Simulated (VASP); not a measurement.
A run of VASP 6.6.1 is set up as follows.

The input INCAR:

```
ALGO = Normal ; EDIFF = 1E-7
ENCUT = 520 ; GGA = PS
ISIF = 2 ; ISMEAR = 0
LASPH = T ; LCHARG = F
LREAL = F ; LWAVE = F
NBANDS = 9 ; NELM = 100
PREC = Accurate ; SIGMA = 0.1
```

KPOINTS

```
k-points
0
Gamma
  6 6 6
```

The input POSCAR:

```
Mg
1.0
    0.0000000000      3.3791910445      3.3791910445
    3.3791910445      0.0000000000      3.3791910445
    3.3791910445      3.3791910445      0.0000000000
Mg
2
Direct
    0.5000000000      0.5000000000      0.5000000000
    0.7500000000      0.7500000000      0.7500000000
```

Potentials or basis: VASP PAW PBE potentials, release 64 (Mg).

Run with:

```bash
$ cat potpaw_PBE.64/Mg/POTCAR > POTCAR
$ mpirun -np 1 vasp_std > vasp.out
```

(1) What does it give for the band gap on the k mesh?

(2) Estimate the pressure.

## Answers

(1) zero (band 2 reaches 3.51 eV, above the bottom of band 3 at -0.33 eV).

(2) 0.3 GPa.

Caveat: the PAW data sets were made with another functional, which shifts forces and pressure a little.
